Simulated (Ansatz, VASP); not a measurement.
# ZnSe in VASP and in Ansatz

```
Se Zn
1.0
     4.10770    0.00000    0.00000
     0.00000    4.10770    0.00000
     0.00000    0.00000    6.07035
Se Zn
2 2
Cartesian
  2.0539 0.0000 4.5753
  0.0000 2.0539 1.4950
  2.0539 2.0539 0.0000
  0.0000 0.0000 0.0000
```

Alike in both runs: task single point; functional PBE-based screened hybrid; k mesh 4 × 4 × 3; occupations fermi-dirac, width 0.05 eV; no spin polarisation.

|  | VASP | Ansatz |
| --- | --- | --- |
| version | VASP 6.6.1 | Ansatz 0.2.0 |
| potentials or method | VASP PAW PBE potentials, release 64 (Se, Zn) | Ansatz PAW |
| plane-wave cutoff (eV) | 520 | 420 |
| valence electrons in the cell | 36 | 56 |

Ansatz gave:

| Property | Result |
| --- | --- |
| gap on the k mesh at the Fermi level (eV) | 3.16 |
| least direct gap on the mesh (eV) | 3.16 |
| pressure (GPa) | -1.2 |
| traceless stress, the component that is largest in VASP (GPa) | -0.78 |
| rms of the force components (eV/Å) | 0.183 |

Question: Estimate VASP's values.

Answer: gap on the k mesh at the Fermi level (eV): 3.15; least direct gap on the mesh (eV): 3.15; pressure (GPa): -1.2; traceless stress, the component that is largest in VASP (GPa): -0.77; rms of the force components (eV/Å): 0.182.

VASP's potentials were made for PBE, not for PBE-based screened hybrid. Atom by atom the forces differ by 0.001 eV/Å (rms over components). The functional is the same, so the differences come from potentials, cutoffs and numerics. VASP's potentials hold 36 valence electrons a cell and Ansatz's 56, so a difference there can come from the potentials and not from the codes.

Noted on Ansatz's run: odd divisions of the mesh miss points on the zone boundary, where band edges often lie, so the gap on the mesh can be too wide.
